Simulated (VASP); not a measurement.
Write the native input for VASP 6.6.1 that does the following.

```yaml
Task: single point
Functional: PBEsol
Potentials_or_basis: VASP PAW PBE potentials, release 64 (Na_pv)
Cutoff: 520 eV
k_mesh: 16 × 16 × 16
Occupations: gaussian, width 0.15 eV
Spin: no spin polarisation
Dipole_correction: no
Further_INCAR_settings: ALGO = Normal; EDIFF = 1e-06; NBANDS = 10
```

The structure of Na lies in POSCAR:

```
Na
1.0
   -1.9257000000      1.9257000000      2.6991500000
    1.9257000000     -1.9257000000      2.6991500000
    1.9257000000      1.9257000000     -2.6991500000
Na
1
Direct
    0.0000000000      0.0000000000      0.0000000000
```

These files were run (other wordings do the same):

INCAR

```
SYSTEM = Na
PREC = Accurate
ENCUT = 520
EDIFF = 1E-6
ISMEAR = 0
SIGMA = 0.15
LREAL = .FALSE.
LASPH = .TRUE.
NELM = 60
ALGO = Normal
ISIF = 2
LWAVE = .FALSE.
LCHARG = .TRUE.
GGA = PS
LELF = .TRUE.
LVHAR = .TRUE.
NBANDS = 10
```

KPOINTS

```
Automatic mesh
0
G
  16 16 16
  0 0 0
```

Potentials or basis: VASP PAW PBE potentials, release 64 (Na_pv).

Run with:

```sh
$ cat potpaw_PBE.64/Na_pv/POTCAR > POTCAR
$ mpirun -np 1 vasp_std > vasp.out
```

Results of the run:

```yaml
Pressure: -0.6 GPa
```

Caveat: the PAW data sets were made with another functional, which shifts forces and pressure a little.

It took 2.5 min on 1 thread of Oxide Virtual Turin-like Processor, on a shared host, peak memory 0.21 GiB.
